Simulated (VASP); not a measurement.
LaTaO, 6 atoms in the cell. It takes space group P4/nmm (No. 129, tetragonal). Conventional cell: a = 4.115 Å, b = 4.115 Å, c = 5.864 Å, α = 90.00°, β = 90.00°, γ = 90.00°. La (site symmetry 4mm) has 4 Ta at 2.41 Å and 4 O at 2.66 Å within 3.2 Å. Ta (site symmetry -4m2) has 4 La at 2.41 Å and 4 Ta at 2.91 Å and 2 O at 2.93 Å within 3.2 Å. Within 3.5 Å of O (site symmetry -4m2) lie 4 La at 2.66 Å and 4 O at 2.91 Å and 2 Ta at 2.93 Å. The cell was built from a structure type or drawn by symmetry, and may not be a known phase.

```yaml
Program: VASP 6.6.1
Task: single point
Functional: PBE
Potentials_or_basis: VASP PAW PBE potentials, release 64 (La, Ta_pv, O)
Cutoff: 520 eV
k_mesh: 4 × 4 × 4
Occupations: gaussian, width 0.1 eV
Spin: collinear spin
Starting_moments: "[0.0, 0.0, 1.0, 1.0, 0.0, 0.0] μB"
Dipole_correction: no
Further_INCAR_settings: ALGO = Normal; EDIFF = 1e-07; NBANDS = 41
```

Potentials or basis: VASP PAW PBE potentials, release 64 (La, Ta_pv, O).

Run with:

```console
$ cat potpaw_PBE.64/La/POTCAR potpaw_PBE.64/Ta_pv/POTCAR potpaw_PBE.64/O/POTCAR > POTCAR
$ mpirun -np 1 vasp_std > vasp.out
```

Hardware: 1 thread of AMD EPYC 9R45 96-Core Processor (Zen 5) (shared host).

**Question.** How long does it take, and how much memory?

**Answer.** It took 3.7 min on 1 thread of AMD EPYC 9R45 96-Core Processor (Zen 5), with other jobs on the host, peak memory 0.3 GiB. Counts: scf iterations 20, k points 18.
